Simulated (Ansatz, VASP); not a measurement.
Mg: VASP beside Ansatz

```
CELL_PARAMETERS angstrom
-1.85623 1.85623 1.85623
1.85623 -1.85623 1.85623
1.85623 1.85623 -1.85623
ATOMIC_POSITIONS crystal
Mg 0.00000 0.00000 0.00000
```

Alike in both runs: task single point; functional RPBE; k mesh 14 × 14 × 14; occupations fermi-dirac, width 0.1 eV; no spin polarisation.

```csv
,VASP,Ansatz
version,VASP 6.6.1,Ansatz 0.2.0
potentials or method,"VASP PAW PBE potentials, release 64 (Mg), cutoff 520 eV","plane waves (420 eV) with PAW, scalar-relativistic"
valence electrons in the cell,2,10
```

|  | VASP | Ansatz | Ansatz less VASP |
| --- | --- | --- | --- |
| pressure (GPa) | -2.4 | -2.2 | +0.17 |

VASP's potentials were made for PBE, not for RPBE. VASP's potentials hold 2 valence electrons a cell and Ansatz's 10, so a difference there can come from the potentials and not from the codes.
